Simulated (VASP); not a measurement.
WC:

```xyz
2
Lattice="2.9391 0.0000 0.0000 0.0000 2.9391 0.0000 0.0000 0.0000 3.0634" Properties=species:S:1:pos:R:3 pbc="T T T"
W     0.0000    0.0000    0.0000
C     1.4696    1.4696    0.0000
```

* Program: VASP 6.6.1
* Task: relaxation of cell and atoms
* Functional: PBE
* Potentials or basis: VASP PAW PBE potentials, release 64 (W_sv, C)
* Cutoff: 600 eV
* k mesh: 6 × 6 × 6
* Occupations: gaussian, width 0.1 eV
* Spin: no spin polarisation

At the start: pressure -0.1 GPa; volume 13.23 Å³/atom.

Q: How do energy, volume and symmetry change on relaxing?

A: Over 5 steps the energy falls by 3.1 meV/atom and the volume is 13.07 Å³/atom (-1.2 %); space group P4/mmm (No. 123, to 0.05 Å).

Step by step:
```tsv
step	energy change (eV)	largest force (eV/Å)	pressure (GPa)	volume (Å³)
1	0.0000	0.0000	-0.14	26.46
2	-0.0010	0.0000	-3.84	26.41
3	-0.0042	0.0000	-2.22	26.44
4	-0.0037	0.0000	2.28	25.81
5	-0.0062	0.0000	-0.13	26.14
```

Final structure:
```
CELL_PARAMETERS angstrom
2.94510 0.00000 0.00000
0.00000 2.94510 0.00000
0.00000 0.00000 3.01333
ATOMIC_POSITIONS crystal
W 0.00000 0.00000 0.00000
C 0.50000 0.50000 0.00000
```
